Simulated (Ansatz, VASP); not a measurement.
One calculation of LiF, two programs

```
CELL_PARAMETERS angstrom
-1.43713 1.43713 2.03657
1.43713 -1.43713 2.03657
1.43713 1.43713 -2.03657
ATOMIC_POSITIONS crystal
Li 0.25001 0.25001 0.00000
F 0.74999 0.74999 0.00000
```

Alike in both runs: functional PBE; k mesh 10 × 10 × 10; occupations gaussian, width 0.1 eV; no spin polarisation.

Ansatz relaxed the structure, and its values are those at the end. VASP's run is a single point on that final structure, the one shown.

|  | VASP | Ansatz |
| --- | --- | --- |
| version | VASP 6.6.1 | Ansatz 0.2.0 |
| potentials or method | VASP PAW PBE potentials, release 64 (Li_sv, F), cutoff 520 eV | scalar-relativistic, plane waves, PAW |
| valence electrons in the cell | 10 | 10 |

```csv
,VASP,Ansatz,Ansatz less VASP
gap on the k mesh at the Fermi level (eV),8.83,8.83,+0.001
least direct gap on the mesh (eV),8.83,8.83,+0.001
```

Noted on VASP's run: the cutoff is under 1.25 times that of the potentials, so the pressure is a little rough.
